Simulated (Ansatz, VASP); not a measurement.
# Two plane-wave programs on ScSi4O

```
Sc Si O
1.0
     0.00000    3.62370    3.62370
     3.62370    0.00000    3.62370
     3.62370    3.62370    0.00000
Sc Si O
1 4 1
Direct
  0.25000 0.25000 0.25000
  0.62485 0.12546 0.62485
  0.62485 0.62485 0.12546
  0.62485 0.62485 0.62485
  0.12546 0.62485 0.62485
  0.00000 0.00000 0.00000
```

Change from the starting cell: species swapped into the LaPrAl4 type (F-43m, No. 216).

Alike in both runs: task relaxation of cell and atoms; functional PBE; k mesh 4 × 4 × 4; occupations gaussian, width 0.1 eV; no spin polarisation.

```csv
,VASP,Ansatz
version,VASP 6.6.1,Ansatz 0.2.0
potentials or method,"VASP PAW PBE potentials, release 64 (Sc_sv, Si, O), cutoff 600 eV","scalar-relativistic, plane waves, PAW"
valence electrons in the cell,33,33
```

```tsv
	VASP	Ansatz	Ansatz less VASP
gap on the k mesh at the Fermi level, each at its own relaxed structure (eV)	none	none	-
relaxed volume (Å³/atom)	14.32	14.37	+0.056
relaxed cell length with the largest relative difference (Å)	4.953	4.959	+0.0065
```

A gap of «none» marks a metal or a gap that the smearing closes.

The k mesh is coarse, so the values compare programs but aren't converged.
